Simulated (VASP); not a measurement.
AlNi (zincblende type): single point with PBE

AlNi (zincblende type):

```
Ni Al
1.0
     0.00000    2.48760    2.48760
     2.48760    0.00000    2.48760
     2.48760    2.48760    0.00000
Ni Al
1 1
Direct
  0.00000 0.00000 0.00000
  0.25000 0.25000 0.25000
```

```json
{
 "Program": "VASP 6.6.1",
 "Task": "single point",
 "Functional": "PBE",
 "Potentials or basis": "VASP PAW PBE potentials, release 64 (Ni, Al)",
 "Cutoff": "520 eV",
 "k mesh": "13 × 13 × 13",
 "Occupations": "fermi-dirac, width 0.05 eV",
 "Spin": "no spin polarisation"
}
```

| Quantity | Value |
| --- | --- |
| Pressure | 22.9 GPa |

Levels at points of the mesh, in eV from the Fermi level:
| k point | band 2 | band 3 | band 4 | band 5 | band 6 | band 7 | band 8 | band 9 | band 10 | band 11 |
| --- | --- | --- | --- | --- | --- | --- | --- | --- | --- | --- |
| (0.00, 0.00, 0.00) | -2.49 | -2.49 | -2.49 | -1.78 | -1.78 | 7.86 | 7.86 | 7.86 | 9.13 | 9.13 |

Wall time 15 s on 1 thread of Intel(R) Xeon(R) 6975P-C (Granite Rapids), on a shared host, peak memory 0.18 GiB.

Spin polarisation is off, so any magnetic state and its effect on volume and gap are missing.
